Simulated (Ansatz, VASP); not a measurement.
One calculation of CdS, two programs

The input POSCAR:

```
CdS
1.0
    4.2611695877      0.0000000000      0.0000000000
   -2.1305847939      3.6902811128      0.0000000000
    0.0000000000      0.0000000000      5.8041729400
Cd S
1 1
Direct
    0.0000000000      0.0000000000      0.4426919200
    0.6666666667      0.3333333333      0.4343080800
```

INCAR.step1

```
PREC = Accurate
ENCUT = 520
EDIFF = 1E-5
ISMEAR = -1
SIGMA = 0.05
LREAL = F
LASPH = T
NELM = 150
ALGO = Normal
ISIF = 2
LWAVE = T
MAGMOM = 0 0 0 0 0 0
LORBIT = 11
LSORBIT = T
GGA_COMPAT = F
LORBMOM = T
GGA = PE
NBANDS = 30
```

Contents of INCAR.step2:

```
PREC = Accurate
ENCUT = 520
EDIFF = 1E-6
ISMEAR = -1
SIGMA = 0.05
LREAL = F
LASPH = T
NELM = 150
ALGO = Normal
ISIF = 2
LWAVE = F
LCHARG = T
MAGMOM = 0 0 0 0 0 0
LORBIT = 11
LSORBIT = T
GGA_COMPAT = F
LORBMOM = T
GGA = PE
LHFCALC = T
HFSCREEN = 0.2079
PRECFOCK = Normal
LVHAR = T
ISTART = 1
NBANDS = 30
```

Contents of KPOINTS:

```
Automatic mesh
0
Gamma
  3 3 2
```

Contents of input.yaml:

```yaml
crystal:
  lattice:
    - [4.2611695877, 0.0, 0.0]
    - [-2.1305847939, 3.6902811128, 0.0]
    - [0.0, 0.0, 5.80417294]
  atoms:
    - { symbol: Cd, position: [0.0, 0.0, 0.44269192] }
    - { symbol: S, position: [0.6666666667, 0.3333333333, 0.43430808] }
hamiltonian:
  xc: hse06
  pseudopotentials: { kind: paw_fr }
magnetization:
  noncollinear: true
  spin_orbit: true
kpoints:
  mp_grid: { grid: [3, 3, 2] }
scf:
  occupations: { method: fermi_dirac, width: 0.05 }
output:
  forces: true
  stress: true
  eigenvalues: true
  write_density: true
  write_potential: true
  elf: true
  volumetric_format: npy
```

Alike in both runs: task single point; functional HSE06; k mesh 3 × 3 × 2; occupations fermi-dirac, width 0.05 eV; non-collinear spin, spin-orbit coupling.

|  | VASP | Ansatz |
| --- | --- | --- |
| version | VASP 6.6.1 | Ansatz 0.2.0 |
| potentials or method | VASP PAW PBE potentials, release 64 (Cd, S) | Ansatz PAW |
| plane-wave cutoff (eV) | 520 | 420 |
| valence electrons in the cell | 18 | 26 |

```tsv
	VASP	Ansatz	Ansatz less VASP
pressure (GPa)	-0.5	-0.6	-0.15
traceless stress, the component that is largest in VASP (GPa)	0.51	0.68	+0.171
rms of the force components (eV/Å)	0.007	0.008	+0.0017
```

Atom by atom the forces differ by 0.002 eV/Å (rms over components). With one functional, cell and mesh, what is left measures potentials, basis and numerics. VASP's potentials hold 18 valence electrons a cell and Ansatz's 26, so a difference there can come from the potentials and not from the codes.

The k mesh is coarse, so the values compare programs but aren't converged. Noted on Ansatz's run: odd divisions of the mesh miss points on the zone boundary, where band edges often lie, so the gap on the mesh can be too wide.
